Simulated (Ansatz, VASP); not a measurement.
Two plane-wave programs on Fe

```
CELL_PARAMETERS angstrom
3.80674 0.00000 0.00000
-1.90337 3.29674 0.00000
0.00000 0.00000 2.39234
ATOMIC_POSITIONS crystal
Fe 0.00000 0.00000 0.00000
Fe 0.33333 0.66667 0.50000
Fe 0.66667 0.33333 0.50000
```

Alike in both runs: task single point; functional PBE; k mesh 12 × 12 × 17; occupations fermi-dirac, width 0.1 eV; no spin polarisation.

|  | VASP | Ansatz |
| --- | --- | --- |
| version | VASP 6.6.1 | Ansatz 0.2.0 |
| potentials or method | VASP PAW PBE potentials, release 64 (Fe), cutoff 520 eV | plane waves (420 eV) with PAW, scalar-relativistic |
| valence electrons in the cell | 24 | 48 |

|  | VASP | Ansatz | Ansatz less VASP |
| --- | --- | --- | --- |
| pressure (GPa) | 11.6 | 12.3 | +0.73 |
| traceless stress, the component that is largest in VASP (GPa) | -0.87 | -1.03 | -0.156 |

VASP's potentials hold 24 valence electrons a cell and Ansatz's 48, so a difference there can come from the potentials and not from the codes.
